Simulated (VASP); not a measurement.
In:

```
In
1.0
     0.00000    2.35565    2.35565
     2.35565    0.00000    2.35565
     2.35565    2.35565    0.00000
In
1
Direct
  0.00000 0.00000 0.00000
```

- Program: VASP 6.6.1
- Task: relaxation of cell and atoms
- Functional: BLYP
- Potentials or basis: VASP PAW PBE potentials, release 64 (In_d)
- Cutoff: 600 eV
- k mesh: 12 × 12 × 12
- Occupations: fermi-dirac, width 0.1 eV
- Spin: no spin polarisation

At the start: pressure 6.2 GPa; volume 26.14 Å³/atom.

**Question.** How do energy, volume and symmetry change on relaxing?

**Answer.** Over 4 steps the energy falls by 79.2 meV/atom and the volume is 31.03 Å³/atom (+18.7 %); space group Fm-3m (No. 225, to 0.05 Å).

The path:
```tsv
step	energy change (eV)	largest force (eV/Å)	pressure (GPa)	volume (Å³)
1	0.0000	0.0000	6.15	26.14
2	-0.0771	0.0000	0.78	30.13
3	-0.0790	0.0000	-0.25	31.33
4	-0.0792	0.0000	0.02	31.03
```

Final structure:
```cif
data_structure
_symmetry_space_group_name_H-M 'P 1'
_symmetry_Int_Tables_number 1
_cell_length_a 3.5271
_cell_length_b 3.5271
_cell_length_c 3.5271
_cell_angle_alpha 60.000
_cell_angle_beta 60.000
_cell_angle_gamma 60.000
_cell_volume 31.03
loop_
_atom_site_label
_atom_site_type_symbol
_atom_site_fract_x
_atom_site_fract_y
_atom_site_fract_z
_atom_site_occupancy
In1 In 0.00000 0.00000 0.00000 1
```

Caveat: the volume moved by over 15 % at a fixed basis, so the end points are rough; the PAW data sets were made with another functional, which shifts forces and pressure a little.
